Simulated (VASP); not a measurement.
Write the native input for VASP 6.6.1 that does the following.

| Quantity | Value |
| --- | --- |
| Task | single point |
| Functional | PBE |
| Potentials or basis | VASP PAW PBE potentials, release 64 (Ge_d) |
| Cutoff | 520 eV |
| k mesh | 3 × 3 × 3 |
| Occupations | gaussian, width 0.1 eV |
| Spin | no spin polarisation |
| Dipole correction | no |
| Further INCAR settings | LREAL = Auto; ALGO = Normal; EDIFF = 1e-06; NBANDS = 246 |

The structure of Ge lies in POSCAR:

```
Ge
1.0
    5.7610728662     -5.7610728662     -5.7610728662
   -5.7610728662      5.7610728662     -5.7610728662
    5.7610728662      5.7610728662      5.7610728662
Ge
32
Direct
    0.0000000000      0.2500000000      0.7500000000
    0.0000000000      0.0000000000      0.0000000000
    0.7500000000      0.5000000000      0.7500000000
    0.0000000000      0.7500000000      0.2500000000
    0.7500000000      0.2500000000      0.0000000000
    0.0000000000      0.5000000000      0.5000000000
    0.7500000000      0.0000000000      0.2500000000
    0.5000000000      0.7500000000      0.7500000000
    0.5000000000      0.5000000000      0.0000000000
    0.7500000000      0.7500000000      0.5000000000
    0.2500000000      0.0000000000      0.7500000000
    0.5000000000      0.2500000000      0.2500000000
    0.5000000000      0.0000000000      0.5000000000
    0.2500000000      0.7500000000      0.0000000000
    0.2500000000      0.5000000000      0.2500000000
    0.2500000000      0.2500000000      0.5000000000
    0.7500000000      0.2500000000      0.2500000000
    0.7500000000      0.0000000000      0.5000000000
    0.5000000000      0.5000000000      0.2500000000
    0.7500000000      0.7500000000      0.7500000000
    0.5000000000      0.2500000000      0.5000000000
    0.7500000000      0.5000000000      0.0000000000
    0.5000000000      0.0000000000      0.7500000000
    0.2500000000      0.7500000000      0.2500000000
    0.2500000000      0.5000000000      0.5000000000
    0.5000000000      0.7500000000      0.0000000000
    0.0000000000      0.0000000000      0.2500000000
    0.2500000000      0.2500000000      0.7500000000
    0.2500000000      0.0000000000      0.0000000000
    0.0000000000      0.7500000000      0.5000000000
    0.0000000000      0.5000000000      0.7500000000
    0.0000000000      0.2500000000      0.0000000000
```

The input as run:

INCAR

```
SYSTEM = Ge
  PREC = Accurate
  ENCUT = 520
  EDIFF = 1E-6
  ISMEAR = 0
  SIGMA = 0.1
  LREAL = Auto
  LASPH = .TRUE.
  NELM = 80
  ALGO = Normal
  ISIF = 2
  LWAVE = .FALSE.
  LCHARG = .FALSE.
  GGA = PE
  NBANDS = 246
```

KPOINTS

```
regular mesh
0
G
  3 3 3
  0 0 0
```

Potentials or basis: VASP PAW PBE potentials, release 64 (Ge_d).

Launch:

```console
$ cat potpaw_PBE.64/Ge_d/POTCAR > POTCAR
$ mpirun -np 1 vasp_std > vasp.out
```

Results of the run:

- Pressure: 0.0 GPa
- Band gap on the k mesh: zero (filled and empty bands touch)

Caveat: semilocal functionals underestimate gaps, and a narrow one can read as zero.

It took 23 min on 1 thread of Intel(R) Xeon(R) Platinum 8488C (Sapphire Rapids) (shared host), peak memory 1.2 GiB.
